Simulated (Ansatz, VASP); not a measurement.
# TiAl in VASP and in Ansatz

INCAR

```
SYSTEM = TiAl
PREC = Accurate
ENCUT = 520
EDIFF = 1E-6
ISMEAR = 0
SIGMA = 0.1
LREAL = .False.
LASPH = .True.
NELM = 100
ALGO = Fast
ISIF = 2
LWAVE = .False.
LCHARG = .False.
GGA = PE
NBANDS = 14
```

The input KPOINTS:

```
Automatic mesh
0
Gamma
  15 15 8
  0 0 0
```

Contents of POSCAR:

```
TiAl
1.0
    2.8672622327      0.0000000000      0.0000000000
   -1.4336311163      2.4831219328      0.0000000000
    0.0000000000      0.0000000000      4.6780830000
Ti Al
1 1
Direct
    0.0313888276      0.0000000000      0.0000000000
    0.3333333333      0.6666666667      0.5000000000
```

Input for Ansatz:

```yaml
crystal:
  lattice:
    - [2.8672622327, 0.0, 0.0]
    - [-1.4336311163, 2.4831219328, 0.0]
    - [0.0, 0.0, 4.678083]
  atoms:
    - { symbol: Ti, position: [0.0313888276, 0.0, 0.0] }
    - { symbol: Al, position: [0.3333333333, 0.6666666667, 0.5] }
basis:
  ecutwfc: 420
kpoints:
  mp_grid: { grid: [15, 15, 8] }
hamiltonian:
  xc: pbe
scf:
  occupations: { method: gaussian, width: 0.1 }
output:
  forces: true
  stress: true
  eigenvalues: true
```

Change from the starting cell: one atom moved.

Alike in both runs: task single point; functional PBE; k mesh 15 × 15 × 8; occupations gaussian, width 0.1 eV; no spin polarisation.

```csv
,VASP,Ansatz
version,VASP 6.6.1,Ansatz 0.2.0
potentials or method,"VASP PAW PBE potentials, release 64 (Ti_sv, Al), cutoff 520 eV","scalar-relativistic, plane waves, PAW"
valence electrons in the cell,15,15
```

```tsv
	VASP	Ansatz	Ansatz less VASP
gap on the k mesh at the Fermi level (eV)	none	none	-
pressure (GPa)	-0.1	0.3	+0.32
traceless stress, the component that is largest in VASP (GPa)	-1.34	-1.35	-0.007
rms of the force components (eV/Å)	0.102	0.102	0.0000
```

Atom by atom the forces differ by 0.000 eV/Å (rms over components). A gap of «none» marks a metal or a gap that the smearing closes.
